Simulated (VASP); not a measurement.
Write the native input for VASP 6.6.1 that does the following.

```yaml
Task: single point
Functional: PBEsol
Potentials_or_basis: VASP PAW PBE potentials, release 64 (Rh_pv)
Cutoff: 520 eV
k_mesh: 12 × 12 × 7
Occupations: fermi-dirac, width 0.15 eV
Spin: no spin polarisation
Dipole_correction: no
Further_INCAR_settings: ALGO = Normal; EDIFF = 1e-06; NBANDS = 22
```

The structure of Rh lies in POSCAR:

```
Rh
1.0
    2.7845422258      0.0000000000      0.0000000000
   -1.3922711129      2.4114862863      0.0000000000
    0.0000000000      0.0000000000      4.5153451880
Rh
2
Direct
    0.6666666667      0.3333333333      0.7500000000
    0.3333333333      0.6666666667      0.2500000000
```

These files were run (other wordings do the same):

INCAR

```
ALGO     = Normal         # electronic algorithm
EDIFF    = 1E-6           # SCF threshold, eV
ENCUT    = 520            # plane-wave cutoff, eV
GGA      = PS             # functional
ISIF     = 2              # what is computed and relaxed
ISMEAR   = -1             # smearing method
LASPH    = True           # aspherical terms in the spheres
LCHARG   = False          # write CHGCAR
LREAL    = False          # projectors in reciprocal space
LWAVE    = False          # write WAVECAR
NBANDS   = 22             # bands
NELM     = 100            # most SCF steps
PREC     = Accurate       # precision mode
SIGMA    = 0.15           # smearing width, eV
```

KPOINTS

```
k-points
0
Gamma
  12 12 7
```

Potentials or basis: VASP PAW PBE potentials, release 64 (Rh_pv).

Run with:

```console
$ cat potpaw_PBE.64/Rh_pv/POTCAR > POTCAR
$ mpirun -np 1 vasp_std > vasp.out
```

Results of the run:

| Property | Result |
| --- | --- |
| Pressure | -23.5 GPa |
| Band gap on the k mesh | zero (band 15 reaches 10.66 eV, above the bottom of band 16 at 8.60 eV) |

Caveat: the PAW data sets were made with another functional, which shifts forces and pressure a little.

Run time: 32 s on 1 thread of Intel(R) Xeon(R) Platinum 8488C (Sapphire Rapids) (shared host), peak memory 0.18 GiB.
